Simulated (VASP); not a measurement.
# ScAl3 (P4/mmm) in VASP: further runs

ScAl3 is run at these levels: PBEsol; tasks: single point.

All numbers are computed with VASP 6.6.1; they aren't measurements. Logs are shortened: lines on timing, memory, paths and dates and some standing lists are left out, and cuts for length are marked.

### Step 1. The cell of the first run

The structure is tetragonal, space group P4/mmm (No. 123). The conventional cell has a = 4.316 Å, b = 4.316 Å, c = 3.925 Å, α = 90.00°, β = 90.00°, γ = 90.00°. Sc (site symmetry 4/mmm) has 12 Al at 2.92 to 3.05 Å and 2 Sc at 3.92 Å within 4.0 Å. Al (site symmetry mmm) has 4 Sc at 2.92 Å and 10 Al at 2.92 to 3.92 Å within 4.0 Å. Within 4.0 Å of Al (site symmetry 4/mmm) lie 10 Al at 2.92 to 3.92 Å and 4 Sc at 3.05 Å.

### Step 2. Single point, PBEsol (biaxial strain in the a-b plane: +6.0 %)

Input file INCAR:

```
PREC = Accurate ; ENCUT = 520
EDIFF = 1E-6 ; ISMEAR = 0
SIGMA = 0.1 ; LREAL = False
LASPH = True ; NELM = 80
ALGO = Fast ; ISIF = 2
LWAVE = False ; LCHARG = False
GGA = PS ; NBANDS = 18
```

Input file KPOINTS:

```
regular mesh
0
Gamma
  14 14 14
```

Input file POSCAR:

```
ScAl3
1.0
    4.3155765332      0.0000000000      0.0000000000
    0.0000000000      4.3155765332      0.0000000000
    0.0000000000      0.0000000000      3.9247318661
Sc Al
1 3
Direct
    0.0000000000      0.0000000000      0.0000000000
    0.5000000000      0.0000000000      0.5000000000
    0.0000000000      0.5000000000      0.5000000000
    0.5000000000      0.5000000000      0.0000000000
```

Potentials or basis: VASP PAW PBE potentials, release 64 (Sc_sv, Al).

The run is started by

```
$ cat potpaw_PBE.64/Sc_sv/POTCAR potpaw_PBE.64/Al/POTCAR > POTCAR
$ mpirun -np 1 vasp_std > vasp.out
```

OUTCAR:

```text
PREC = Accurate
   ENCUT = 520
   EDIFF = 1E-6
   ISMEAR = 0
   LREAL = False
   LASPH = True
   NELM = 80
   ISIF = 2
   GGA = PS

 ion  position               nearest neighbor table
   1  0.000  0.000  0.000-   2 2.92   3 2.92   2 2.92   3 2.92   3 2.92   3 2.92   2 2.92   2 2.92
                             4 3.05   4 3.05   4 3.05   4 3.05
   2  0.500  0.000  0.500-   1 2.92   4 2.92   1 2.92   4 2.92   4 2.92   4 2.92   1 2.92   1 2.92
                             3 3.05   3 3.05   3 3.05   3 3.05
   3  0.000  0.500  0.500-   1 2.92   4 2.92   1 2.92   4 2.92   1 2.92   1 2.92   4 2.92   4 2.92
                             2 3.05   2 3.05   2 3.05   2 3.05
   4  0.500  0.500  0.000-   2 2.92   3 2.92   2 2.92   3 2.92   2 2.92   2 2.92   3 2.92   3 2.92
                             1 3.05   1 3.05   1 3.05   1 3.05

  LATTYP: Found a simple tetragonal cell.
 ALAT       =     4.3155765332
 C/A-ratio  =     0.9094339623

  Lattice vectors:

 A1 = (   4.3155765332,   0.0000000000,   0.0000000000)
 A2 = (   0.0000000000,   4.3155765332,   0.0000000000)
 A3 = (   0.0000000000,   0.0000000000,   3.9247318661)

Analysis of symmetry for initial positions (statically):
=====================================================================
 Subroutine PRICEL returns:
 Original cell was already a primitive cell.

 Routine SETGRP: Setting up the symmetry group for a
 simple tetragonal supercell.

 Subroutine GETGRP returns: Found 16 space group operations
 (whereof 16 operations were pure point group operations)
 out of a pool of 16 trial point group operations.

The static configuration has the point symmetry D_4h.

Analysis of symmetry for dynamics (positions and initial velocities):
=====================================================================
 Subroutine PRICEL returns:
 Original cell was already a primitive cell.

 Routine SETGRP: Setting up the symmetry group for a
 simple tetragonal supercell.

 Subroutine GETGRP returns: Found 16 space group operations
 (whereof 16 operations were pure point group operations)
 out of a pool of 16 trial point group operations.

The dynamic configuration has the point symmetry D_4h.

 Subroutine INISYM returns: Found 16 space group operations
 (whereof 16 operations are pure point group operations),
 and found     1 'primitive' translations

----------------------------------------------------------------------------------------

                                     Primitive cell

  volume of cell :      73.0950

  direct lattice vectors                    reciprocal lattice vectors
     4.315576533  0.000000000  0.000000000     0.231718750  0.000000000  0.000000000
     0.000000000  4.315576533  0.000000000     0.000000000  0.231718750  0.000000000
     0.000000000  0.000000000  3.924731866     0.000000000  0.000000000  0.254794476

  length of vectors
     4.315576533  4.315576533  3.924731866     0.231718750  0.231718750  0.254794476

  position of ions in fractional coordinates (direct lattice)
     0.000000000  0.000000000  0.000000000
     0.500000000  0.000000000  0.500000000
     0.000000000  0.500000000  0.500000000
     0.500000000  0.500000000  0.000000000

  ion indices of the primitive-cell ions
   primitive index   ion index
                 1           1
                 2           2
                 3           3
                 4           4

----------------------------------------------------------------------------------------

 KPOINTS: regular mesh

Automatic generation of k-mesh.
 Grid dimensions read from file:
 generate k-points for:   14   14   14

 Generating k-lattice:

  Cartesian coordinates                     Fractional coordinates (reciprocal lattice)
     0.016551339  0.000000000  0.000000000     0.071428571  0.000000000  0.000000000
     0.000000000  0.016551339  0.000000000     0.000000000  0.071428571  0.000000000
     0.000000000  0.000000000  0.018199605     0.000000000  0.000000000  0.071428571

  Length of vectors
     0.016551339  0.016551339  0.018199605

  Shift w.r.t. Gamma in fractional coordinates (k-lattice)
     0.000000000  0.000000000  0.000000000

 Subroutine IBZKPT returns following result:
 ===========================================

 Found    288 irreducible k-points:

 Following reciprocal coordinates:
            Coordinates               Weight
  0.000000  0.000000  0.000000      1.000000
  0.071429  0.000000  0.000000      4.000000
  0.142857  0.000000  0.000000      4.000000
  0.214286  0.000000  0.000000      4.000000
  0.285714  0.000000  0.000000      4.000000
  0.357143  0.000000  0.000000      4.000000
[... 16 lines left out ...]
  0.285714  0.214286  0.000000      8.000000
  0.357143  0.214286  0.000000      8.000000
 [... further k-points ...]
   k-points           NKPTS =    288   k-points in BZ     NKDIM =    288   number of bands    NBANDS=     18
   number of dos      NEDOS =    301   number of ions     NIONS =      4
   total plane-waves  NPLWV =  30720
   dimension x,y,z NGX =    32 NGY =   32 NGZ =   30
   dimension x,y,z NGXF=    64 NGYF=   64 NGZF=   60
   ions per type =               1   3
   NGX,Y,Z   is equivalent  to a cutoff of  12.33, 12.33, 12.71 a.u.
   NGXF,Y,Z  is equivalent  to a cutoff of  24.65, 24.65, 25.42 a.u.
 SYSTEM =  unknown system
   PREC   = accura    normal or accurate (medium, high low for compatibility)
   ISTART =      0    job   : 0-new  1-cont  2-samecut
   ICHARG =      2    charge: 1-file 2-atom 10-const
   ISPIN  =      1    spin polarized calculation?
   LNONCOLLINEAR =      F non collinear calculations
   LSORBIT =      F    spin-orbit coupling
   LASPH  =      T    aspherical Exc in radial PAW
   ENCUT  =  520.0 eV  38.22 Ry    6.18 a.u.   8.02  8.02  7.30*2*pi/ulx,y,z
   NELM   =     80;   NELMIN=  2; NELMDL= -5     # of ELM steps
   EDIFF  = 0.1E-05   stopping-criterion for ELM
   LREAL  =      F    real-space projection
   EDIFFG = 0.1E-04   stopping-criterion for IOM
   NSW    =      0    number of steps for IOM
   IBRION =     -1    ionic relax: 0-MD 1-quasi-New 2-CG
   NFREE  =      0    steps in history (QN), initial steepest desc. (CG)
   ISIF   =      2    stress and relaxation
   ISYM   =      2    0-nonsym 1-usesym 2-fastsym
   POTIM  = 0.5000    time-step for ionic-motion
   TEBEG  =    0.0;   TEEND  =   0.0 temperature during run
   PSTRESS=    0.0 pullay stress
   NELECT =      20.0000    total number of electrons
   NUPDOWN=      -1.0000    fix difference up-down
   EMIN   =  10.00;   EMAX   =-10.00  energy-range for DOS
   EFERMI =   0.00;   METHOD = LEGACY
   ISMEAR =     0;   SIGMA  =   0.10  broadening in eV -4-tet -1-fermi 0-gaus
   EFERMI_NEDOS =   21; number of points for ismear=-14 and -15
   IALGO  =     68    algorithm
   IMIX   =      4    mixing-type and parameters
     AMIX     =   0.40;   BMIX     =  1.00
     AMIX_MAG =   1.60;   BMIX_MAG =  1.00
  volume/ion in A,a.u.               =      18.27       123.32
  Fermi-wavevector in a.u.,A,eV,Ry     =   1.062810  2.008420 15.368665  1.129565
  Thomas-Fermi vector in A             =   2.198273
   LORBIT       =      0    0 simple, 1 ext, 2 COOP (PROOUT), +10 PAW based schemes
   GGA     = PS    functional components
   LHFCALC =     F    Hartree Fock is set to
   AEXX    =    0.0000 exact exchange contribution
   IVDW    =     0    specifies the selected vdW correction
   LEPSILON=     F    determine dielectric tensor
   LRPA    =     F    only Hartree local field effects (RPA)
 non-spin polarized calculation
 RMM-DIIS sequential band-by-band and
 Gauss-broadening in eV      SIGMA  =   0.10
  energy-cutoff  :      520.00
  volume of cell :       73.09
 maximum number of plane-waves:      2016
   NGX = 17   NGY = 17   NGZ = 15

 number of electron      20.0000003 magnetization

 Free energy of the ion-electron system (eV)
  ---------------------------------------------------
  ext. energy  EPLUGINS =         0.00000000
  ---------------------------------------------------
  free energy    TOTEN  =       -20.50266710 eV

  energy without entropy =      -20.49529498  energy(sigma->0) =      -20.49898104

 E-fermi :   6.6014     XC(G=0): -10.2375

 val. band max:        6.6006663268   @ k =   0.5000   0.4286   0.0000
 cond. band min:       6.6016401076   @ k =   0.3571   0.0000   0.2857
 fundamental gap:      0.0009737807
 Fermi energy:         6.6014164278

 k-point     1 :       0.0000    0.0000    0.0000
  band No.  band energies     occupation
      1     -42.3851      2.00000
      2     -21.1776      2.00000
      3     -21.1776      2.00000
      4     -21.1156      2.00000
      5      -3.0634      2.00000
      6       3.5604      2.00000
[... 10 lines left out ...]
     17      11.3136      0.00000
     18      11.6907      0.00000

 k-point     2 :       0.0714    0.0000    0.0000
  band No.  band energies     occupation
      1     -42.3850      2.00000
      2     -21.1785      2.00000
      3     -21.1776      2.00000
      4     -21.1155      2.00000
      5      -3.0216      2.00000
      6       3.2065      2.00000
[... 10 lines left out ...]
     17      11.3020      0.00000
     18      11.9101      0.00000

 k-point     3 :       0.1429    0.0000    0.0000
  band No.  band energies     occupation
      1     -42.3850      2.00000
      2     -21.1810      2.00000
      3     -21.1774      2.00000
      4     -21.1153      2.00000
      5      -2.8968      2.00000
      6       2.5021      2.00000
[... 10 lines left out ...]
     17      11.2319      0.00000
     18      11.9237      0.00000

 k-point     4 :       0.2143    0.0000    0.0000
  band No.  band energies     occupation
      1     -42.3849      2.00000
      2     -21.1845      2.00000
      3     -21.1771      2.00000
      4     -21.1151      2.00000
      5      -2.6911      2.00000
      6       1.7441      2.00000
[... 375 lines left out ...]
      4     -21.1147      2.00000
      5      -2.3282      2.00000
      6       1.8563      2.00000
[... 10 lines left out ...]
     17      11.3695      0.00000
     18      11.4647      0.00000

 k-point    23 :       0.2857    0.2143    0.0000
  band No.  band energies     occupation
      1     -42.3845      2.00000
      2     -21.1877      2.00000
      3     -21.1835      2.00000
      4     -21.1144      2.00000
      5      -2.0535      2.00000
      6       1.3038      2.00000
[... 10 lines left out ...]
     17      10.9335      0.00000
     18      11.8535      0.00000

 k-point    24 :       0.3571    0.2143    0.0000
  band No.  band energies     occupation
      1     -42.3844      2.00000
      2     -21.1912      2.00000
      3     -21.1831      2.00000
      4     -21.1142      2.00000
      5      -1.7150      2.00000
      6       0.6499      2.00000
[... 10 lines left out ...]
     17      10.8830      0.00000
     18      12.0526      0.00000

 [... further k-points ...]
[... 5 lines left out ...]
  --------------------------------------------------------------------------------------
  -------------------------------------------------------------------------------------
  Total       -4.0850028     -4.0850028      0.4791517      0.0000000     -0.0000000      0.0000000
  in kB      -89.5396326    -89.5396326     10.5025786      0.0000000     -0.0000000      0.0000000
  external PRESSURE =     -56.1922288 kB  Pullay stress =       0.0000000 kB

 VOLUME and BASIS-vectors are now :
 -----------------------------------------------------------------------------
  energy-cutoff  :      520.00
  volume of cell :       73.09
      direct lattice vectors                 reciprocal lattice vectors
     4.315576533  0.000000000  0.000000000     0.231718750  0.000000000  0.000000000
     0.000000000  4.315576533  0.000000000     0.000000000  0.231718750  0.000000000
     0.000000000  0.000000000  3.924731866     0.000000000  0.000000000  0.254794476

 POSITION                                       TOTAL-FORCE (eV/Angst)
 -----------------------------------------------------------------------------------
      0.00000      0.00000      0.00000         0.000000      0.000000      0.000000
      2.15779      0.00000      1.96237         0.000000      0.000000      0.000000
      0.00000      2.15779      1.96237         0.000000      0.000000      0.000000
      2.15779      2.15779      0.00000         0.000000      0.000000      0.000000
 -----------------------------------------------------------------------------------
    total drift:                               -0.000000      0.000000      0.000000

  FREE ENERGIE OF THE ION-ELECTRON SYSTEM (eV)
  ---------------------------------------------------
  free  energy   TOTEN  =       -20.5026670954 eV

  energy  without entropy=      -20.4952949757  energy(sigma->0) =      -20.49898104
```

Run time: 5 min. Hardware: 1 thread of Intel Xeon Platinum 8488C (Sapphire Rapids), shared host; peak memory 0.45 GiB.

What came out:

| Quantity | Value |
| --- | --- |
| Free energy | -20.5027 eV |
| Pressure | -5.6 GPa |
| Band gap on the k mesh | zero (bands 10 and 11 overlap by 3.37 eV) |

Levels at points of the mesh, in eV from the Fermi level:
```
           k point  band 7  band 8  band 9  band 10  band 11  band 12  band 13  band 14
(0.00, 0.00, 0.00)   -2.15   -2.15   -2.15    -0.84     1.05     1.22     1.40     1.40
(0.50, 0.00, 0.00)   -1.97   -1.30   -0.95     0.14     0.52     1.62     1.64     1.72
(0.50, 0.50, 0.00)   -5.77   -4.22   -0.04    -0.04     1.68     1.85     1.95     1.96
(0.00, 0.00, 0.50)   -1.79   -1.79   -1.54     0.20     0.68     0.68     1.24     1.50
(0.50, 0.00, 0.50)   -5.24   -4.17   -0.79    -0.53     0.91     0.97     1.79     2.71
(0.50, 0.50, 0.50)   -4.59   -4.20   -2.97    -2.97    -2.60     0.70     2.17     2.80
```

Caveat: the cell differs from its parent crystal (biaxial strain in the a-b plane: +6.0 %); the stress differs along the axes, from -9 to 1 GPa; the PAW data sets were made with another functional, which shifts forces and pressure a little.

### Step 3. Single point, PBEsol (biaxial strain in the a-b plane: +6.0 %, then relaxed in part)

Input file INCAR:

```
ALGO     = Fast           # electronic algorithm
EDIFF    = 1E-6           # SCF threshold, eV
ENCUT    = 520            # plane-wave cutoff, eV
GGA      = PS             # functional
ISIF     = 2              # what is computed and relaxed
ISMEAR   = 0              # smearing method
LASPH    = T              # aspherical terms in the spheres
LCHARG   = T              # write CHGCAR
LELF     = T              # ELF
LREAL    = F              # projectors in reciprocal space
LVHAR    = T            
LWAVE    = F              # write WAVECAR
NBANDS   = 18             # bands
NELM     = 100            # most SCF steps
PREC     = Accurate       # precision mode
SIGMA    = 0.1            # smearing width, eV
```

Input file KPOINTS:

```
k-points
0
Gamma
  14 14 14
```

Edit POSCAR of step 2 so:

```diff
@@ -4,3 +4,3 @@
     0.0000000000      4.3155765332      0.0000000000
-    0.0000000000      0.0000000000      3.9247318661
+    0.0000000000      0.0000000000      3.9510401018
 Sc Al
```

Potentials or basis: VASP PAW PBE potentials, release 64 (Sc_sv, Al).

The run is started by

```
$ cat potpaw_PBE.64/Sc_sv/POTCAR potpaw_PBE.64/Al/POTCAR > POTCAR
$ mpirun -np 1 vasp_std > vasp.out
```

Run time: 5.1 min. Hardware: 1 thread of Intel Xeon Platinum 8488C (Sapphire Rapids), shared host; peak memory 0.45 GiB.

It converged, with:

```yaml
Free_energy: -20.5045 eV
Pressure: -6.1 GPa
Band_gap_on_the_k_mesh: zero (bands 10 and 11 overlap by 3.38 eV)
```

Stress tensor (GPa, compression positive):
```
-9.22  0.00  0.00
 0.00 -9.22  0.00
 0.00  0.00  0.06
```

Levels at points of the mesh, in eV from the Fermi level:
| k point | band 6 | band 7 | band 8 | band 9 | band 10 | band 11 | band 12 | band 13 | band 14 | band 15 |
| --- | --- | --- | --- | --- | --- | --- | --- | --- | --- | --- |
| (0.00, 0.00, 0.00) | -3.00 | -2.16 | -2.12 | -2.12 | -0.91 | 1.07 | 1.22 | 1.38 | 1.38 | 4.22 |
| (0.50, 0.00, 0.00) | -7.14 | -1.93 | -1.28 | -0.99 | 0.16 | 0.54 | 1.61 | 1.65 | 1.65 | 1.96 |
| (0.50, 0.50, 0.00) | -5.74 | -5.74 | -4.20 | -0.07 | -0.07 | 1.68 | 1.79 | 1.90 | 1.97 | 3.92 |
| (0.00, 0.00, 0.50) | -6.89 | -1.77 | -1.77 | -1.51 | 0.19 | 0.69 | 0.69 | 1.25 | 1.50 | 2.59 |
| (0.50, 0.00, 0.50) | -5.43 | -5.25 | -4.16 | -0.76 | -0.52 | 0.94 | 0.99 | 1.80 | 2.68 | 2.73 |
| (0.50, 0.50, 0.50) | -4.66 | -4.59 | -4.18 | -2.95 | -2.95 | -2.61 | 0.70 | 2.17 | 2.74 | 3.50 |

Caveat: the cell differs from its parent crystal (biaxial strain in the a-b plane: +6.0 %, then relaxed in part); the stress differs along the axes, from -9 to 0 GPa; the PAW data sets were made with another functional, which shifts forces and pressure a little.
